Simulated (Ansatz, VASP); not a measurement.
## One calculation of MnSiSe3, two programs

INCAR

```
SYSTEM = MnSiSe3
ALGO = Normal
EDIFF = 1E-6
ENCUT = 520
GGA = PE
ISIF = 2
ISMEAR = 0
ISPIN = 2
LASPH = .TRUE.
LCHARG = .TRUE.
LELF = .TRUE.
LMAXMIX = 4
LORBIT = 11
LREAL = .FALSE.
LVHAR = .TRUE.
LWAVE = .FALSE.
MAGMOM = 4 0 0 0 0
NBANDS = 30
NELM = 150
PREC = Accurate
SIGMA = 0.1
```

File KPOINTS:

```
k-points
0
G
  4 4 4
  0 0 0
```

POSCAR

```
MnSiSe3
1.0
    4.6810073400      0.0000000000      0.0000000000
    0.0000000000      4.6810073400      0.0000000000
    0.0000000000      0.0000000000      4.6810073400
Mn Si Se
1 1 3
Direct
    0.0000000000      0.0000000000      0.0000000000
    0.5000000000      0.5000000000      0.5000000000
    0.0000000000      0.5000000000      0.5000000000
    0.5000000000      0.0000000000      0.5000000000
    0.5000000000      0.5000000000      0.0000000000
```

Input for Ansatz:

```yaml
crystal:
  lattice:
    - [4.68100734, 0.0, 0.0]
    - [0.0, 4.68100734, 0.0]
    - [0.0, 0.0, 4.68100734]
  atoms:
    - { symbol: Mn, position: [0.0, 0.0, 0.0], spin: 4.0 }
    - { symbol: Si, position: [0.5, 0.5, 0.5] }
    - { symbol: Se, position: [0.0, 0.5, 0.5] }
    - { symbol: Se, position: [0.5, 0.0, 0.5] }
    - { symbol: Se, position: [0.5, 0.5, 0.0] }
basis:
  ecutwfc: 420
kpoints:
  mp_grid: { grid: [4, 4, 4] }
hamiltonian:
  xc: pbe
scf:
  occupations: { method: gaussian, width: 0.1 }
  lower_state_search: "off"
output:
  forces: true
  stress: true
  eigenvalues: true
  populations: true
magnetization:
  spin_polarized: true
```

Change from the starting cell: species swapped into the LaBPd3 type (Pm-3m, No. 221).

Alike in both runs: task single point; functional PBE; k mesh 4 × 4 × 4; occupations gaussian, width 0.1 eV; collinear spin.

|  | VASP | Ansatz |
| --- | --- | --- |
| version | VASP 6.6.1 | Ansatz 0.2.0 |
| potentials or method | VASP PAW PBE potentials, release 64 (Mn_pv, Si, Se), cutoff 520 eV | scalar-relativistic, plane waves, PAW |
| valence electrons in the cell | 35 | 67 |

VASP gave:

```
gap on the k mesh at the Fermi level (eV)                     : none
pressure (GPa)                                                : 7.0
net moment per atom (μB)                                      : 0.91
size of the moment on the site where the two differ most (μB) : 4.42
```

Question: Which values does Ansatz return?

Answer: gap on the k mesh at the Fermi level (eV): none; pressure (GPa): 6.9; net moment per atom (μB): 0.91; size of the moment on the site where the two differ most (μB): 4.65.

Site moments also hang on the region over which each program counts them. A gap of «none» marks a metal or a gap that the smearing closes. VASP's potentials hold 35 valence electrons a cell and Ansatz's 67, so a difference there can come from the potentials and not from the codes.
